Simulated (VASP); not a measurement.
**Ru8N: single point with PBE+D3(BJ)**

The system is Ru8N, a slab with vacuum.

```
CELL_PARAMETERS angstrom
5.39519 0.00000 0.00000
-2.69759 4.67237 0.00000
0.00000 0.00000 25.03831
ATOMIC_POSITIONS crystal
Ru 0.33333 0.16667 0.15976
Ru 0.33333 0.66667 0.15976
Ru 0.83333 0.16667 0.15976
Ru 0.83333 0.66667 0.15976
Ru 0.16667 0.33333 0.24494
Ru 0.16667 0.83333 0.24494
Ru 0.66667 0.33333 0.24494
Ru 0.66667 0.83333 0.24494
Ru 0.33333 0.16667 0.32997
Ru 0.33333 0.66667 0.32997
Ru 0.83333 0.16667 0.32997
Ru 0.83333 0.66667 0.32997
Ru 0.16667 0.33333 0.41290
Ru 0.16667 0.83333 0.41290
Ru 0.66667 0.33333 0.41290
Ru 0.66667 0.83333 0.41290
N 0.16667 0.33333 0.55668
N 0.16667 0.33333 0.60061
```

```
Program             : VASP 6.6.1
Task                : single point
Functional          : PBE
Dispersion          : D3(BJ)
Potentials or basis : VASP PAW PBE potentials, release 64 (Ru_pv, N)
Cutoff              : 520 eV
k mesh              : 6 × 6 × 1
Occupations         : gaussian, width 0.1 eV
Spin                : no spin polarisation
```

The largest force is 2.166 eV/Å, the band gap on the k mesh is zero (bands 117 and 118 overlap by 1.26 eV) and the dispersion energy per atom is -0.418 eV.

Forces in eV/Å, atoms in the order of the input:
```
Ru   0.003 -0.002  0.513
Ru   0.000  0.004  0.513
Ru  -0.003 -0.002  0.513
Ru   0.000  0.000  0.511
Ru   0.000  0.000 -0.518
Ru  -0.004 -0.002 -0.526
Ru   0.000  0.004 -0.526
Ru   0.004 -0.002 -0.526
Ru   0.022 -0.013 -0.003
Ru   0.000  0.025 -0.003
Ru  -0.022 -0.013 -0.003
Ru   0.000  0.000 -0.040
Ru   0.000  0.000  0.083
Ru  -0.004 -0.002  0.018
Ru   0.000  0.005  0.018
Ru   0.004 -0.002  0.018
N    0.000  0.000 -2.166
N    0.000  0.000  2.124
```

Levels at points of the mesh, in eV from the Fermi level:
```csv
k point,band 115,band 116,band 117,band 118,band 119,band 120
"(0.00, 0.00, 0.00)",0.19,1.00,1.00,1.08,1.08,1.08
"(0.50, 0.00, 0.00)",-0.62,-0.57,-0.57,-0.08,-0.07,0.00
```

It took 62 min on 1 thread of Intel Xeon 8259CL, with other jobs on the host, peak memory 0.9 GiB.

Caveat: the standard files for N, O and F lose accuracy on very short bonds.
